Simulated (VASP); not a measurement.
Crystal: KMgF3.

```
K Mg F
1.0
     3.98024    0.00000    0.00000
     0.00000    3.98024    0.00000
     0.00000    0.00000    3.98024
K Mg F
1 1 3
Direct
  0.50000 0.50000 0.50000
  0.00000 0.00000 0.00000
  0.50000 0.00000 0.00000
  0.00000 0.50000 0.00000
  0.00000 0.00000 0.50000
```

Base run:

- Program: VASP 6.6.1
- Functional: PBE
- Potentials or basis: VASP PAW PBE potentials, release 64 (K_sv, Mg, F)
- Cutoff: 520 eV
- k mesh: 6 × 6 × 6
- Occupations: gaussian, width 0.01 eV
- Spin: no spin polarisation

Its results: band gap on the k mesh 7.34 eV (least direct gap 7.66 eV); pressure 3.7 GPa.

Q: The run is repeated on the same cell with these changes: functional from PBE to r2SCAN; further incar settings from ALGO = Normal; EDIFF = 1e-06; NBANDS = 24 to ALGO = Normal; EDIFF = 1e-07; NBANDS = 24. What comes out?

A: Band gap on the k mesh 8.28 eV (least direct gap 8.60 eV); pressure -0.6 GPa.

Caveats: the cell stands under pressure (at least some runs); the PAW data sets were made with another functional, which shifts forces and pressure a little (at least some runs).

A k mesh can miss the band edges.
